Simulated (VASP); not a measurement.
## Hf3F2: single point with PBE

Crystal: Hf3F2.

```
Hf F
1.0
     3.20558    0.00000    0.00000
    -1.60279    2.77612    0.00000
     0.00000    0.00000   10.03799
Hf F
3 2
Direct
  0.33333 0.66667 0.24587
  0.66667 0.33333 0.75413
  0.00000 0.00000 0.00000
  0.66667 0.33333 0.37969
  0.33333 0.66667 0.62031
```

```
Program                : VASP 6.6.1
Task                   : single point
Functional             : PBE
Potentials or basis    : VASP PAW PBE potentials, release 64 (Hf_pv, F)
Cutoff                 : 600 eV
k mesh                 : 6 × 6 × 2
Occupations            : gaussian, width 0.2 eV
Spin                   : no spin polarisation
Dipole correction      : no
Further INCAR settings : ALGO = Normal; EDIFF = 1e-06; NBANDS = 30
```

| Property | Result |
| --- | --- |
| Pressure | -0.6 GPa |
| Largest force | 0.203 eV/Å |
| Band gap on the k mesh | zero (bands 22 and 23 overlap by 1.43 eV) |

Forces in eV/Å, atoms in the order of the input:
```
Hf   0.000  0.000  0.140
Hf   0.000  0.000 -0.140
Hf   0.000  0.000  0.000
F    0.000  0.000 -0.203
F    0.000  0.000  0.203
```

Levels at points of the mesh, in eV from the Fermi level:
```tsv
k point	band 19	band 20	band 21	band 22	band 23	band 24	band 25	band 26
(0.00, 0.00, 0.00)	-2.90	-2.59	0.51	1.17	1.17	1.66	1.72	1.72
(0.50, 0.00, 0.00)	-2.20	-1.52	-1.38	-0.36	0.62	0.97	1.62	3.40
(0.00, 0.00, 0.50)	-3.29	-2.36	0.58	1.18	1.18	1.60	1.69	1.69
(0.50, 0.00, 0.50)	-2.17	-1.48	-1.45	-0.37	0.64	0.98	1.61	3.40
```

It took 2.2 min on 1 thread of Intel Xeon 8259CL (shared host), peak memory 0.25 GiB.

Caveat: the k points lie up to 0.38 Å⁻¹ apart, too coarse for converged energies and pressures of a metal; spin-orbit coupling is left out, which moves the levels of the heavy elements.
